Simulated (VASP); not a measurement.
# ZnC2 (I4_1/amd) in VASP: notebook, part 2 of 2

VASP 6.6.1.

**3. Single point, PBE**

This run uses another cell than the first one, of 9.85 Å³/atom.

The input, INCAR:

```
SYSTEM = ZnC2
ALGO     = Normal         ! electronic algorithm
EDIFF    = 1E-6           ! SCF threshold, eV
ENCUT    = 600            ! plane-wave cutoff, eV
GGA      = PE             ! functional
GGA_COMPAT= .False.      
ISIF     = 2              ! what is computed and relaxed
ISMEAR   = 0              ! smearing method
LASPH    = .True.         ! aspherical terms in the spheres
LCHARG   = .True.         ! write CHGCAR
LELF     = .True.         ! ELF
LREAL    = .False.        ! projectors in reciprocal space
LVHAR    = .True.       
LWAVE    = .False.        ! write WAVECAR
NBANDS   = 29             ! bands
NELM     = 120            ! most SCF steps
PREC     = Accurate       ! precision mode
SIGMA    = 0.1            ! smearing width, eV
```

The input, KPOINTS:

```
k-points
0
Gamma
  8 8 8
  0 0 0
```

The input, POSCAR:

```
ZnC2
1.0
   -1.6199735975      1.6199735975      5.6326081506
    1.6199735975     -1.6199735975      5.6326081506
    1.6199735975      1.6199735975     -5.6326081506
Zn C
2 4
Direct
    0.0000000000      0.0000000000      0.0000000000
    0.7500000000      0.2500000000      0.5000000000
    0.4165000000      0.4165000000      0.0000000000
    0.1665000000      0.6665000000      0.5000000000
    0.3335000000      0.8335000000      0.5000000000
    0.5835000000      0.5835000000      0.0000000000
```

Potentials or basis: VASP PAW PBE potentials, release 64 (Zn, C).

Run with:

```bash
$ cat potpaw_PBE.64/Zn/POTCAR potpaw_PBE.64/C/POTCAR > POTCAR
$ mpirun -np 1 vasp_std > vasp.out
```

OUTCAR:

```text
SYSTEM = ZnC2
   EDIFF = 1E-6
   ENCUT = 600
   GGA = PE
   ISIF = 2
   ISMEAR = 0
   LASPH = .True.
   LREAL = .False.
   NELM = 120
   PREC = Accurate

 ion  position               nearest neighbor table
   1  0.000  0.000  0.000-   6 2.48   6 2.48   6 2.48   3 2.48   6 2.48   3 2.48   3 2.48   3 2.48
                             5 2.48   4 2.48   5 2.48   4 2.48
   2  0.750  0.250  0.500-   5 2.48   5 2.48   5 2.48   4 2.48   5 2.48   4 2.48   4 2.48   4 2.48
                             6 2.48   6 2.48   3 2.48   3 2.48
   3  0.416  0.416  0.000-   5 1.87   5 1.87   6 1.88   1 2.48   1 2.48   1 2.48   1 2.48   2 2.48
                             2 2.48
   4  0.166  0.666  0.500-   6 1.87   6 1.87   5 1.88   2 2.48   2 2.48   2 2.48   2 2.48   1 2.48
                             1 2.48
   5  0.334  0.834  0.500-   3 1.87   3 1.87   4 1.88   2 2.48   2 2.48   2 2.48   2 2.48   1 2.48
                             1 2.48
   6  0.584  0.584  0.000-   4 1.87   4 1.87   3 1.88   1 2.48   1 2.48   1 2.48   1 2.48   2 2.48
                             2 2.48

  LATTYP: Found a body centered tetragonal cell.
 ALAT       =     3.2399471950
 C/A-ratio  =     3.4769752787

  Lattice vectors:

 A1 = (  -1.6199735975,   1.6199735975,   5.6326081506)
 A2 = (   1.6199735975,  -1.6199735975,   5.6326081506)
 A3 = (   1.6199735975,   1.6199735975,  -5.6326081506)

Analysis of symmetry for initial positions (statically):
=====================================================================
 Subroutine PRICEL returns:
 Original cell was already a primitive cell.

 Routine SETGRP: Setting up the symmetry group for a
 body centered tetragonal supercell.

 Subroutine GETGRP returns: Found 16 space group operations
 (whereof  8 operations were pure point group operations)
 out of a pool of 16 trial point group operations.

The static configuration has the point symmetry D_2d.
 The point group associated with its full space group is D_4h.

Analysis of symmetry for dynamics (positions and initial velocities):
=====================================================================
 Subroutine PRICEL returns:
 Original cell was already a primitive cell.

 Routine SETGRP: Setting up the symmetry group for a
 body centered tetragonal supercell.

 Subroutine GETGRP returns: Found 16 space group operations
 (whereof  8 operations were pure point group operations)
 out of a pool of 16 trial point group operations.

The dynamic configuration has the point symmetry D_2d.
 The point group associated with its full space group is D_4h.

 Subroutine INISYM returns: Found 16 space group operations
 (whereof  8 operations are pure point group operations),
 and found     1 'primitive' translations

----------------------------------------------------------------------------------------

                                     Primitive cell

  volume of cell :      59.1269

  direct lattice vectors                    reciprocal lattice vectors
    -1.619973598  1.619973598  5.632608151     0.000000000  0.308647006  0.088768824
     1.619973598 -1.619973598  5.632608151     0.308647006  0.000000000  0.088768824
     1.619973598  1.619973598 -5.632608151     0.308647006  0.308647006  0.000000000

  length of vectors
     6.080699260  6.080699260  6.080699260     0.321158649  0.321158649  0.436492781

[... 47 lines left out ...]
  0.250000  0.000000  0.000000      8.000000
  0.375000 -0.000000  0.000000      8.000000
  0.500000  0.000000  0.000000      4.000000
  0.125000  0.125000  0.000000      8.000000
[... 16 lines left out ...]
  0.250000  0.125000  0.125000     16.000000
  0.375000  0.125000  0.125000      8.000000
 [... further k-points ...]
   k-points           NKPTS =     59   k-points in BZ     NKDIM =     59   number of bands    NBANDS=     29
   number of dos      NEDOS =    301   number of ions     NIONS =      6
   total plane-waves  NPLWV = 125000
   dimension x,y,z NGX =    50 NGY =   50 NGZ =   50
   dimension x,y,z NGXF=   100 NGYF=  100 NGZF=  100
   ions per type =               2   4
   NGX,Y,Z   is equivalent  to a cutoff of  13.67, 13.67, 13.67 a.u.
   NGXF,Y,Z  is equivalent  to a cutoff of  27.34, 27.34, 27.34 a.u.
 SYSTEM =  ZnC2
   PREC   = accura    normal or accurate (medium, high low for compatibility)
   ISTART =      0    job   : 0-new  1-cont  2-samecut
   ICHARG =      2    charge: 1-file 2-atom 10-const
   ISPIN  =      1    spin polarized calculation?
   LNONCOLLINEAR =      F non collinear calculations
   LSORBIT =      F    spin-orbit coupling
   LASPH  =      T    aspherical Exc in radial PAW
   ENCUT  =  600.0 eV  44.10 Ry    6.64 a.u.  12.14 12.14 12.14*2*pi/ulx,y,z
   NELM   =    120;   NELMIN=  2; NELMDL= -5     # of ELM steps
   EDIFF  = 0.1E-05   stopping-criterion for ELM
   LREAL  =      F    real-space projection
   EDIFFG = 0.1E-04   stopping-criterion for IOM
   NSW    =      0    number of steps for IOM
   IBRION =     -1    ionic relax: 0-MD 1-quasi-New 2-CG
   NFREE  =      0    steps in history (QN), initial steepest desc. (CG)
   ISIF   =      2    stress and relaxation
   ISYM   =      2    0-nonsym 1-usesym 2-fastsym
   POTIM  = 0.5000    time-step for ionic-motion
   TEBEG  =    0.0;   TEEND  =   0.0 temperature during run
   PSTRESS=    0.0 pullay stress
   NELECT =      40.0000    total number of electrons
   NUPDOWN=      -1.0000    fix difference up-down
   EMIN   =  10.00;   EMAX   =-10.00  energy-range for DOS
   EFERMI =   0.00;   METHOD = LEGACY
   ISMEAR =     0;   SIGMA  =   0.10  broadening in eV -4-tet -1-fermi 0-gaus
   EFERMI_NEDOS =   21; number of points for ismear=-14 and -15
   IALGO  =     38    algorithm
   IMIX   =      4    mixing-type and parameters
     AMIX     =   0.40;   BMIX     =  1.00
     AMIX_MAG =   1.60;   BMIX_MAG =  1.00
  volume/ion in A,a.u.               =       9.85        66.50
  Fermi-wavevector in a.u.,A,eV,Ry     =   1.437142  2.715805 28.101163  2.065377
  Thomas-Fermi vector in A             =   2.556252
   LORBIT       =      0    0 simple, 1 ext, 2 COOP (PROOUT), +10 PAW based schemes
   GGA     = PE    functional components
   LHFCALC =     F    Hartree Fock is set to
   AEXX    =    0.0000 exact exchange contribution
   IVDW    =     0    specifies the selected vdW correction
   LEPSILON=     F    determine dielectric tensor
   LRPA    =     F    only Hartree local field effects (RPA)
 non-spin polarized calculation
 Gauss-broadening in eV      SIGMA  =   0.10
  energy-cutoff  :      600.00
  volume of cell :       59.13
 maximum number of plane-waves:      2002
 NGX is ok and might be reduce to    50
   NGX = 25   NGY = 25   NGZ = 25

 number of electron      39.9999993 magnetization

 Free energy of the ion-electron system (eV)
  ---------------------------------------------------
  ext. energy  EPLUGINS =         0.00000000
  ---------------------------------------------------
  free energy    TOTEN  =       -25.74900202 eV

  energy without entropy =      -25.73559030  energy(sigma->0) =      -25.74229616

 E-fermi :   5.5662     XC(G=0): -12.0306

 val. band max:        5.5628649358   @ k =   0.3750   0.1250   0.0000
 cond. band min:       5.5766298388   @ k =  -0.3750  -0.3750   0.2500
 fundamental gap:      0.0137649030
 Fermi energy:         5.5662308558

 k-point     1 :       0.0000    0.0000    0.0000
  band No.  band energies     occupation
      1     -11.0759      2.00000
      2      -8.0353      2.00000
      3      -6.5671      2.00000
      4      -2.1814      2.00000
      5      -2.1448      2.00000
      6      -2.0549      2.00000
[... 757 lines left out ...]
     28      13.4391      0.00000
     29      13.8164      0.00000

 [... further k-points ...]

------------------------ aborting loop because EDIFF is reached ----------------------------------------

  FORCE on cell =-STRESS in cart. coord.  units (eV):
  Direction    XX          YY          ZZ          XY          YZ          ZX
  --------------------------------------------------------------------------------------
  -------------------------------------------------------------------------------------
  Total       -2.9840469     -2.9840469    -10.4999346      0.0000000     -0.0000000      0.0000000
  in kB      -80.8594564    -80.8594564   -284.5193283      0.0000000     -0.0000000      0.0000000
  external PRESSURE =    -148.7460803 kB  Pullay stress =       0.0000000 kB

 VOLUME and BASIS-vectors are now :
 -----------------------------------------------------------------------------
  energy-cutoff  :      600.00
  volume of cell :       59.13
      direct lattice vectors                 reciprocal lattice vectors
    -1.619973598  1.619973598  5.632608151     0.000000000  0.308647006  0.088768824
     1.619973598 -1.619973598  5.632608151     0.308647006  0.000000000  0.088768824
     1.619973598  1.619973598 -5.632608151     0.308647006  0.308647006  0.000000000

 POSITION                                       TOTAL-FORCE (eV/Angst)
 -----------------------------------------------------------------------------------
      0.00000      0.00000      0.00000        -0.000000     -0.000000     -0.000000
     -0.00000      1.61997      2.81630        -0.000000     -0.000000     -0.000000
      0.00000      0.00000      4.69196        -0.000000      0.000000      0.926444
      1.61997      0.00000      1.87566         0.000000     -0.000000      0.926444
      1.61997      0.00000      3.75695         0.000000     -0.000000     -0.926444
      0.00000      0.00000      6.57325        -0.000000      0.000000     -0.926444
 -----------------------------------------------------------------------------------
    total drift:                               -0.000000      0.000000      0.000000

  FREE ENERGIE OF THE ION-ELECTRON SYSTEM (eV)
  ---------------------------------------------------
  free  energy   TOTEN  =       -25.7490020165 eV

  energy  without entropy=      -25.7355903048  energy(sigma->0) =      -25.74229616
```

It took 2.1 min on 1 thread of Intel Xeon 6975P-C (Granite Rapids), shared host; peak memory 0.39 GiB.

Results:

```yaml
Free_energy: -25.7490 eV
Pressure: -14.9 GPa
Largest_force: 0.926 eV/Å
Band_gap_on_the_k_mesh: zero (bands 20 and 21 overlap by 0.87 eV)
```

Forces in eV/Å, atoms in the order of the input:
```
Zn   0.000  0.000  0.000
Zn   0.000  0.000  0.000
C    0.000  0.000  0.926
C    0.000  0.000  0.926
C    0.000  0.000 -0.926
C    0.000  0.000 -0.926
```

Caveat: the stress differs along the axes, from -28 to -8 GPa.

**4. Relaxation of cell and atoms, PBE**

This run uses another cell than the first one, of 9.85 Å³/atom.

The input, INCAR:

```
PREC = Accurate
ENCUT = 600
EDIFF = 1E-7
ISMEAR = 0
SIGMA = 0.1
LREAL = False
LASPH = True
NELM = 120
ALGO = Normal
ISIF = 3
LWAVE = False
LCHARG = False
GGA = PE
IBRION = 2
NSW = 90
EDIFFG = -0.04
GGA_COMPAT = False
NELMIN = 4
```

The input, KPOINTS:

```
regular mesh
0
Gamma
  8 8 8
```

POSCAR is that of step 3.

Run with:

```bash
$ cat potpaw_PBE.64/Zn/POTCAR potpaw_PBE.64/C/POTCAR > POTCAR
$ mpirun -np 1 vasp_std > vasp.out
```

Wall time 41 min (1 thread of Intel Xeon 6975P-C (Granite Rapids), shared host); peak memory 0.44 GiB.

It converged, with:

* Free energy: -29.1210 eV
* Relaxed volume: 8.92 Å³/atom
* Relaxed cell: a = 4.811 Å, b = 4.811 Å, c = 4.811 Å, α = 135.73°, β = 135.73°, γ = 64.39°
* Space group after relaxing (to 0.1 Å): I4_1/amd (No. 141)
* Pressure after relaxing: 0.0 GPa
* Largest force after relaxing: 0.016 eV/Å
* Band gap on the k mesh: zero (bands 20 and 21 overlap by 0.16 eV)

Forces on the atoms (eV/Å):
```
Zn   0.000  0.000  0.000
Zn   0.000  0.000  0.000
C    0.000  0.000 -0.016
C    0.000  0.000 -0.016
C    0.000  0.000  0.016
C    0.000  0.000  0.016
```

Stress tensor (GPa, compression positive):
```
-0.01  0.00  0.00
 0.00 -0.01  0.00
 0.00  0.00 -0.13
```

Final structure:
```
Zn C
1.0
    -1.81276    1.81276    4.07158
     1.81276   -1.81276    4.07158
     1.81276    1.81276   -4.07158
Zn C
2 4
Direct
  0.00000 0.00000 0.00000
  0.75000 0.25000 0.50000
  0.40813 0.40813 0.00000
  0.15813 0.65813 0.50000
  0.34187 0.84187 0.50000
  0.59187 0.59187 0.00000
```

Levels at points of the mesh, in eV from the Fermi level:
```tsv
k point	band 18	band 19	band 20	band 21	band 22	band 23
(0.00, 0.00, 0.00)	-3.68	-3.35	-2.57	1.54	1.82	2.22
(0.50, 0.00, 0.00)	-2.64	-2.05	-0.13	0.11	2.73	3.60
(0.50, 0.50, 0.00)	-3.41	-2.63	-2.63	3.72	3.72	4.13
(0.50, 0.50, 0.50)	-2.43	-1.11	-1.11	0.66	0.66	1.66
```

Caveat: a cell axis changed by over 15 % at a fixed basis, so the end point is rough.

**5. Single point, PBE**

This run uses another cell than the first one, of 8.81 Å³/atom.

The input, INCAR:

```
PREC     = Accurate       # precision mode
ENCUT    = 600            # plane-wave cutoff, eV
EDIFF    = 1E-6           # SCF threshold, eV
ISMEAR   = 0              # smearing method
SIGMA    = 0.1            # smearing width, eV
LREAL    = False          # projectors in reciprocal space
LASPH    = True           # aspherical terms in the spheres
NELM     = 120            # most SCF steps
ALGO     = Normal         # electronic algorithm
ISIF     = 2              # what is computed and relaxed
LWAVE    = False          # write WAVECAR
LCHARG   = True           # write CHGCAR
GGA      = PE             # functional
LELF     = True           # ELF
LVHAR    = True         
NBANDS   = 29             # bands
GGA_COMPAT= False
```

The input, KPOINTS:

```
regular mesh
0
Gamma
  14 14 14
```

The input, POSCAR:

```
ZnC2
1.0
   -1.7990704044      1.7990704044      4.0813189001
    1.7990704044     -1.7990704044      4.0813189001
    1.7990704044      1.7990704044     -4.0813189001
Zn C
2 4
Direct
    0.0000000000      0.0000000000      0.0000000000
    0.7500000000      0.2500000000      0.5000000000
    0.4075946612      0.4075946612      0.0000000000
    0.1575946612      0.6575946612      0.5000000000
    0.3424053388      0.8424053388      0.5000000000
    0.5924053388      0.5924053388      0.0000000000
```

Run with:

```bash
$ cat potpaw_PBE.64/Zn/POTCAR potpaw_PBE.64/C/POTCAR > POTCAR
$ mpirun -np 1 vasp_std > vasp.out
```

Wall time 3.6 min (1 thread of Intel Xeon 6975P-C (Granite Rapids), shared host); peak memory 0.51 GiB.

It converged, with:

| Quantity | Value |
| --- | --- |
| Free energy | -29.1810 eV |
| Pressure | 0.4 GPa |
| Largest force | 0.021 eV/Å |
| Band gap on the k mesh | zero (bands 20 and 21 overlap by 0.52 eV) |

Forces on the atoms (eV/Å):
```
Zn   0.000  0.000  0.000
Zn   0.000  0.000  0.000
C    0.000  0.000 -0.021
C    0.000  0.000 -0.021
C    0.000  0.000  0.021
C    0.000  0.000  0.021
```

Stress tensor (GPa, compression positive):
```
0.29 0.00 0.00
0.00 0.29 0.00
0.00 0.00 0.50
```

Levels at points of the mesh, in eV from the Fermi level:
```tsv
k point	band 18	band 19	band 20	band 21	band 22	band 23
(0.00, 0.00, 0.00)	-3.71	-3.42	-2.53	1.56	1.82	2.24
(0.50, 0.00, 0.00)	-2.69	-2.05	-0.22	0.18	2.84	3.58
(0.50, 0.50, 0.00)	-3.48	-2.72	-2.72	3.88	3.88	4.25
(0.50, 0.50, 0.50)	-2.47	-1.24	-1.24	0.73	0.73	1.69
```

**6. Summary**

| task | cell | k mesh | gap on the mesh (eV) | pressure (GPa) | largest force (eV/Å) |
| --- | --- | --- | --- | --- | --- |
| single point | a = 4.805 Å, angles 135.7, 135.7, 64.5°, 6 atoms, atomic positions A | 8 × 8 × 8 | none | 0.4 | 0.03 |
| single point | a = 6.081 Å, angles 149.1, 149.1, 44.3°, 6 atoms, atomic positions B | 8 × 8 × 8 | none | -14.9 | 0.93 |
| relaxation of cell and atoms | relaxed from a = 6.081 Å, angles 149.1, 149.1, 44.3°, 6 atoms, atomic positions B | 8 × 8 × 8 | none | 0.0 | 0.02 |
| single point | a = 4.809 Å, angles 136.1, 136.1, 63.9°, 6 atoms, atomic positions C | 14 × 14 × 14 | none | 0.4 | 0.02 |

Alike in all rows: level PBE; potentials or basis VASP PAW PBE potentials, release 64 (Zn, C); no spin polarisation; cutoff (eV) 600; smearing gaussian 0.1 eV.

Caveats: the stress differs along the axes, from -28 to -8 GPa (at least some runs); a cell axis changed by over 15 % at a fixed basis, so the end point is rough (at least some runs).

Absolute energies hang on the potentials; compare differences alone.

The gap in the log of VASP goes by the Fermi energy; the results here count the filled bands.